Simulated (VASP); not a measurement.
# MoS2 (R-3m) in VASP: a series of runs

Aim: see how the results for MoS2 move with the level of theory and the settings. Levels: PBEsol, LDA, BLYP. Tasks: single point.

Everything below comes from runs of VASP 6.6.1. Logs are shortened: lines on timing, memory, paths and dates and some standing lists are left out, and cuts for length are marked.

## Step 1: The cell of the first run

Symmetry: R-3m, No. 166, trigonal system. Conventional cell: a = 3.171 Å, b = 3.171 Å, c = 18.345 Å, α = 90.00°, β = 90.00°, γ = 120.00°. Within 3.2 Å of Mo (site symmetry -3m) lie 6 S at 2.39 Å and 6 Mo at 3.17 Å. Within 3.2 Å of S (site symmetry 3m) lie 3 Mo at 2.39 Å and 6 S at 3.17 Å.

## Step 2: Single point, PBEsol

File INCAR:

```
SYSTEM = MoS2
PREC = Accurate ; ENCUT = 520
EDIFF = 1E-6 ; ISMEAR = -1
SIGMA = 0.1 ; LREAL = .False.
LASPH = .True. ; NELM = 60
ALGO = Normal ; ISIF = 2
LWAVE = .False. ; LCHARG = .False.
GGA = PS ; NBANDS = 20
```

File KPOINTS:

```
regular mesh
0
Gamma
  12 12 12
  0 0 0
```

File POSCAR:

```
MoS2
1.0
    6.3831760000      0.0000000000      0.0000000000
    5.5955395603      3.0716238175      0.0000000000
    5.5955395603      1.4348276740      2.7159054516
Mo S
1 2
Direct
    0.0000000000      0.0000000000      0.0000000000
    0.7500000000      0.7500000000      0.7500000000
    0.2500000000      0.2500000000      0.2500000000
```

Potentials or basis: VASP PAW PBE potentials, release 64 (Mo_sv, S).

Started as:

```
$ cat potpaw_PBE.64/Mo_sv/POTCAR potpaw_PBE.64/S/POTCAR > POTCAR
$ mpirun -np 1 vasp_std > vasp.out
```

OUTCAR:

```text
SYSTEM = MoS2
   PREC = Accurate
   ENCUT = 520
   EDIFF = 1E-6
   ISMEAR = -1
   LREAL = .False.
   LASPH = .True.
   NELM = 60
   ISIF = 2
   GGA = PS

 ion  position               nearest neighbor table
   1  0.000  0.000  0.000-   2 2.39   3 2.39   3 2.39   2 2.39   3 2.39   2 2.39
   2  0.750  0.750  0.750-   1 2.39   1 2.39   1 2.39
   3  0.250  0.250  0.250-   1 2.39   1 2.39   1 2.39

  LATTYP: Found a trigonal (rhomboedric) cell.
 ALAT       =     6.3831760000
 COS(alpha) =     0.8766074381

  Lattice vectors:

 A1 = (   6.3831760000,   0.0000000000,   0.0000000000)
 A2 = (   5.5955395603,   3.0716238175,   0.0000000000)
 A3 = (   5.5955395603,   1.4348276740,   2.7159054516)

Analysis of symmetry for initial positions (statically):
=====================================================================
 Subroutine PRICEL returns:
 Original cell was already a primitive cell.

 Routine SETGRP: Setting up the symmetry group for a
 trigonal (rhombohedral) supercell.

 Subroutine GETGRP returns: Found 12 space group operations
 (whereof 12 operations were pure point group operations)
 out of a pool of 12 trial point group operations.

The static configuration has the point symmetry D_3d.

Analysis of symmetry for dynamics (positions and initial velocities):
=====================================================================
 Subroutine PRICEL returns:
 Original cell was already a primitive cell.

 Routine SETGRP: Setting up the symmetry group for a
 trigonal (rhombohedral) supercell.

 Subroutine GETGRP returns: Found 12 space group operations
 (whereof 12 operations were pure point group operations)
 out of a pool of 12 trial point group operations.

The dynamic configuration has the point symmetry D_3d.

 Subroutine INISYM returns: Found 12 space group operations
 (whereof 12 operations are pure point group operations),
 and found     1 'primitive' translations

----------------------------------------------------------------------------------------

                                     Primitive cell

  volume of cell :      53.2500

  direct lattice vectors                    reciprocal lattice vectors
     6.383176000  0.000000000  0.000000000     0.156661825 -0.285388931 -0.171995495
     5.595539560  3.071623817  0.000000000     0.000000000  0.325560700 -0.171995495
     5.595539560  1.434827674  2.715905452     0.000000000  0.000000000  0.368201330

  length of vectors
     6.383176000  6.383176000  6.383176000     0.368201330  0.368201330  0.368201330

  position of ions in fractional coordinates (direct lattice)
     0.000000000  0.000000000  0.000000000
     0.750000000  0.750000000  0.750000000
     0.250000000  0.250000000  0.250000000

  ion indices of the primitive-cell ions
   primitive index   ion index
                 1           1
                 2           2
                 3           3

----------------------------------------------------------------------------------------

 KPOINTS: regular mesh

Automatic generation of k-mesh.
 Grid dimensions read from file:
 generate k-points for:   12   12   12

 Generating k-lattice:

  Cartesian coordinates                     Fractional coordinates (reciprocal lattice)
     0.013055152 -0.023782411 -0.014332958     0.083333333  0.000000000  0.000000000
     0.000000000  0.027130058 -0.014332958     0.000000000  0.083333333  0.000000000
     0.000000000  0.000000000  0.030683444     0.000000000  0.000000000  0.083333333

  Length of vectors
     0.030683444  0.030683444  0.030683444

  Shift w.r.t. Gamma in fractional coordinates (k-lattice)
     0.000000000  0.000000000  0.000000000

 Subroutine IBZKPT returns following result:
 ===========================================

 Found    189 irreducible k-points:

 Following reciprocal coordinates:
            Coordinates               Weight
  0.000000  0.000000  0.000000      1.000000
  0.083333  0.000000  0.000000      6.000000
  0.166667  0.000000  0.000000      6.000000
  0.250000  0.000000  0.000000      6.000000
  0.333333  0.000000 -0.000000      6.000000
  0.416667  0.000000  0.000000      6.000000
[... 16 lines left out ...]
  0.500000  0.166667 -0.000000     12.000000
 -0.416667  0.166667  0.000000     12.000000
 [... further k-points ...]
   k-points           NKPTS =    189   k-points in BZ     NKDIM =    189   number of bands    NBANDS=     20
   number of dos      NEDOS =    301   number of ions     NIONS =      3
   total plane-waves  NPLWV = 110592
   dimension x,y,z NGX =    48 NGY =   48 NGZ =   48
   dimension x,y,z NGXF=    96 NGYF=   96 NGZF=   96
   ions per type =               1   2
   NGX,Y,Z   is equivalent  to a cutoff of  12.50, 12.50, 12.50 a.u.
   NGXF,Y,Z  is equivalent  to a cutoff of  25.00, 25.00, 25.00 a.u.
 SYSTEM =  MoS2
   PREC   = accura    normal or accurate (medium, high low for compatibility)
   ISTART =      0    job   : 0-new  1-cont  2-samecut
   ICHARG =      2    charge: 1-file 2-atom 10-const
   ISPIN  =      1    spin polarized calculation?
   LNONCOLLINEAR =      F non collinear calculations
   LSORBIT =      F    spin-orbit coupling
   LASPH  =      T    aspherical Exc in radial PAW
   ENCUT  =  520.0 eV  38.22 Ry    6.18 a.u.  11.87 11.87 11.87*2*pi/ulx,y,z
   NELM   =     60;   NELMIN=  2; NELMDL= -5     # of ELM steps
   EDIFF  = 0.1E-05   stopping-criterion for ELM
   LREAL  =      F    real-space projection
   EDIFFG = 0.1E-04   stopping-criterion for IOM
   NSW    =      0    number of steps for IOM
   IBRION =     -1    ionic relax: 0-MD 1-quasi-New 2-CG
   NFREE  =      0    steps in history (QN), initial steepest desc. (CG)
   ISIF   =      2    stress and relaxation
   ISYM   =      2    0-nonsym 1-usesym 2-fastsym
   POTIM  = 0.5000    time-step for ionic-motion
   TEBEG  =    0.0;   TEEND  =   0.0 temperature during run
   PSTRESS=    0.0 pullay stress
   NELECT =      26.0000    total number of electrons
   NUPDOWN=      -1.0000    fix difference up-down
   EMIN   =  10.00;   EMAX   =-10.00  energy-range for DOS
   EFERMI =   0.00;   METHOD = LEGACY
   ISMEAR =    -1;   SIGMA  =   0.10  broadening in eV -4-tet -1-fermi 0-gaus
   EFERMI_NEDOS =   21; number of points for ismear=-14 and -15
   IALGO  =     38    algorithm
   IMIX   =      4    mixing-type and parameters
     AMIX     =   0.40;   BMIX     =  1.00
     AMIX_MAG =   1.60;   BMIX_MAG =  1.00
  volume/ion in A,a.u.               =      17.75       119.78
  Fermi-wavevector in a.u.,A,eV,Ry     =   1.289118  2.436080 22.610516  1.661826
  Thomas-Fermi vector in A             =   2.421031
   LORBIT       =      0    0 simple, 1 ext, 2 COOP (PROOUT), +10 PAW based schemes
   GGA     = PS    functional components
   LHFCALC =     F    Hartree Fock is set to
   AEXX    =    0.0000 exact exchange contribution
   IVDW    =     0    specifies the selected vdW correction
   LEPSILON=     F    determine dielectric tensor
   LRPA    =     F    only Hartree local field effects (RPA)
 non-spin polarized calculation
  energy-cutoff  :      520.00
  volume of cell :       53.25
 maximum number of plane-waves:      1448
   NGX = 23   NGY = 23   NGZ = 23

 number of electron      25.9999998 magnetization

 Free energy of the ion-electron system (eV)
  ---------------------------------------------------
  ext. energy  EPLUGINS =         0.00000000
  ---------------------------------------------------
  free energy    TOTEN  =       -22.61106402 eV

  energy without entropy =      -22.56795783  energy(sigma->0) =      -22.58951093

 E-fermi :   7.6671     XC(G=0): -11.0049

 val. band max:        7.6630097335   @ k =  -0.4167   0.3333   0.0833
 cond. band min:       7.6719657254   @ k =  -0.4167   0.4167   0.1667
 fundamental gap:      0.0089559918
 Fermi energy:         7.6671259335

 k-point     1 :       0.0000    0.0000    0.0000
  band No.  band energies     occupation
      1     -53.9794      2.00000
      2     -28.0966      2.00000
      3     -28.0009      2.00000
      4     -28.0009      2.00000
      5      -7.4874      2.00000
      6      -5.8289      2.00000
[... 12 lines left out ...]
     19      14.3170      0.00000
     20      17.2337      0.00000

 k-point     2 :       0.0833    0.0000    0.0000
  band No.  band energies     occupation
      1     -53.9767      2.00000
      2     -28.0911      2.00000
      3     -28.0285      2.00000
      4     -28.0072      2.00000
      5      -7.3715      2.00000
      6      -5.8103      2.00000
[... 12 lines left out ...]
     19      14.7253      0.00000
     20      16.8155      0.00000

 k-point     3 :       0.1667    0.0000    0.0000
  band No.  band energies     occupation
      1     -53.9692      2.00000
      2     -28.1034      2.00000
      3     -28.0759      2.00000
      4     -28.0242      2.00000
      5      -7.0421      2.00000
      6      -5.7540      2.00000
[... 12 lines left out ...]
     19      15.4087      0.00000
     20      16.7126      0.00000

 k-point     4 :       0.2500    0.0000    0.0000
  band No.  band energies     occupation
      1     -53.9590      2.00000
      2     -28.2040      2.00000
      3     -28.0554      2.00000
      4     -28.0473      2.00000
      5      -6.5631      2.00000
      6      -5.6509      2.00000
[... 12 lines left out ...]
     19      15.6141      0.00000
     20      16.7813      0.00000

 k-point     5 :       0.3333    0.0000   -0.0000
  band No.  band energies     occupation
      1     -53.9488      2.00000
      2     -28.3031      2.00000
      3     -28.0704      2.00000
      4     -28.0346      2.00000
      5      -6.0994      2.00000
      6      -5.4368      2.00000
[... 12 lines left out ...]
     19      15.1155      0.00000
     20      16.4429      0.00000
[... 353 lines left out ...]
      6      -5.6565      2.00000
[... 12 lines left out ...]
     19      16.2233      0.00000
     20      16.7353      0.00000

 k-point    22 :       0.4167    0.1667   -0.0000
  band No.  band energies     occupation
      1     -53.9451      2.00000
      2     -28.3019      2.00000
      3     -28.1173      2.00000
      4     -28.0270      2.00000
      5      -5.8293      2.00000
      6      -5.4481      2.00000
[... 12 lines left out ...]
     19      15.7356      0.00000
     20      16.2814      0.00000

 k-point    23 :       0.5000    0.1667   -0.0000
  band No.  band energies     occupation
      1     -53.9386      2.00000
      2     -28.3496      2.00000
      3     -28.1465      2.00000
      4     -28.0139      2.00000
      5      -5.6502      2.00000
      6      -5.0911      2.00000
[... 12 lines left out ...]
     19      15.3823      0.00000
     20      16.1838      0.00000

 k-point    24 :      -0.4167    0.1667    0.0000
  band No.  band energies     occupation
      1     -53.9362      2.00000
      2     -28.3668      2.00000
      3     -28.1574      2.00000
      4     -28.0092      2.00000
      5      -5.5928      2.00000
      6      -4.9358      2.00000
[... 12 lines left out ...]
     19      15.4577      0.00000
     20      16.1980      0.00000

 [... further k-points ...]
[... 5 lines left out ...]
  --------------------------------------------------------------------------------------
  -------------------------------------------------------------------------------------
  Total        1.9423534      0.5343502      0.4712469      0.3864557      0.0597224      0.2329054
  in kB       58.4412296     16.0774471     14.1788029     11.6276189      1.7969190      7.0076231
  external PRESSURE =      29.5658265 kB  Pullay stress =       0.0000000 kB

 VOLUME and BASIS-vectors are now :
 -----------------------------------------------------------------------------
  energy-cutoff  :      520.00
  volume of cell :       53.25
      direct lattice vectors                 reciprocal lattice vectors
     6.383176000  0.000000000  0.000000000     0.156661825 -0.285388931 -0.171995495
     5.595539560  3.071623817  0.000000000     0.000000000  0.325560700 -0.171995495
     5.595539560  1.434827674  2.715905452     0.000000000  0.000000000  0.368201330

 POSITION                                       TOTAL-FORCE (eV/Angst)
 -----------------------------------------------------------------------------------
      0.00000      0.00000      0.00000        -0.000000     -0.000000      0.000000
     13.18069      3.37984      2.03693         0.733570      0.188105      0.113365
      4.39356      1.12661      0.67898        -0.733570     -0.188105     -0.113365
 -----------------------------------------------------------------------------------
    total drift:                                0.000000      0.000000      0.000000

  FREE ENERGIE OF THE ION-ELECTRON SYSTEM (eV)
  ---------------------------------------------------
  free  energy   TOTEN  =       -22.6110640176 eV

  energy  without entropy=      -22.5679578339  energy(sigma->0) =      -22.58951093
```

Run time: 6.4 min. Hardware: 1 thread of Intel Xeon Platinum 8259CL at 2.50GHz (Skylake/Cascade Lake), shared host; peak memory 0.43 GiB.

What came out:

```yaml
Free_energy: -22.6111 eV
Pressure: 3.0 GPa
Largest_force: 0.766 eV/Å
Band_gap_on_the_k_mesh: zero (bands 13 and 14 overlap by 0.75 eV)
```

Forces in eV/Å, atoms in the order of the input:
```
Mo   0.000  0.000  0.000
S    0.734  0.188  0.113
S   -0.734 -0.188 -0.113
```

Levels at points of the mesh, in eV from the Fermi level:
| k point | band 9 | band 10 | band 11 | band 12 | band 13 | band 14 | band 15 | band 16 | band 17 | band 18 |
| --- | --- | --- | --- | --- | --- | --- | --- | --- | --- | --- |
| (0.00, 0.00, 0.00) | -4.19 | -1.74 | -1.23 | -1.01 | -1.01 | -0.20 | -0.20 | 3.43 | 3.43 | 6.06 |
| (0.50, 0.00, 0.00) | -5.31 | -4.33 | -2.83 | -1.92 | -1.57 | 1.08 | 1.99 | 3.45 | 4.19 | 5.46 |
| (0.50, 0.50, 0.00) | -4.67 | -4.25 | -2.85 | -2.24 | -1.79 | 1.08 | 1.77 | 3.91 | 4.68 | 4.82 |
| (0.50, 0.50, 0.50) | -4.17 | -3.90 | -1.00 | -1.00 | -0.31 | -0.31 | -0.02 | 3.55 | 3.55 | 5.99 |

Caveat: the PAW data sets were made with another functional, which shifts forces and pressure a little.

## Step 3: Single point, LDA

File INCAR:

```
SYSTEM = MoS2
PREC = Accurate
ENCUT = 520
EDIFF = 1E-6
ISMEAR = -1
SIGMA = 0.1
LREAL = .FALSE.
LASPH = .TRUE.
NELM = 60
ALGO = Normal
ISIF = 2
LWAVE = .FALSE.
LCHARG = .FALSE.
GGA = CA
NBANDS = 20
```

File KPOINTS:

```
Automatic mesh
0
G
  12 12 12
  0 0 0
```

POSCAR is that of step 2.

Potentials or basis: VASP PAW LDA potentials, release 64 (Mo_sv, S).

Started as:

```
$ cat potpaw_LDA.64/Mo_sv/POTCAR potpaw_LDA.64/S/POTCAR > POTCAR
$ mpirun -np 1 vasp_std > vasp.out
```

Wall time 6.6 min (1 thread of Intel Xeon Platinum 8259CL at 2.50GHz (Skylake/Cascade Lake), shared host); peak memory 0.38 GiB.

Results (log left out):

```yaml
Free_energy: -23.6378 eV
Pressure: 0.3 GPa
Largest_force: 0.601 eV/Å
Band_gap_on_the_k_mesh: zero (bands 13 and 14 overlap by 0.73 eV)
```

Forces on the atoms (eV/Å):
```
Mo   0.000  0.000  0.000
S    0.576  0.148  0.089
S   -0.576 -0.148 -0.089
```

Stress tensor (GPa, compression positive):
```
 2.89  1.05  0.63
 1.05 -0.94  0.16
 0.63  0.16 -1.11
```

Levels at points of the mesh, in eV from the Fermi level:
```
           k point  band 10  band 11  band 12  band 13  band 14  band 15  band 16  band 17
(0.00, 0.00, 0.00)    -1.71    -1.24    -1.01    -1.01    -0.19    -0.19     3.43     3.43
(0.50, 0.00, 0.00)    -4.31    -2.79    -1.91    -1.55     1.08     1.98     3.45     4.16
(0.50, 0.50, 0.00)    -4.24    -2.81    -2.22    -1.76     1.08     1.76     3.90     4.69
(0.50, 0.50, 0.50)    -3.90    -1.00    -1.00    -0.29    -0.29     0.00     3.55     3.55
```

(Continued in part 2 of 2.)
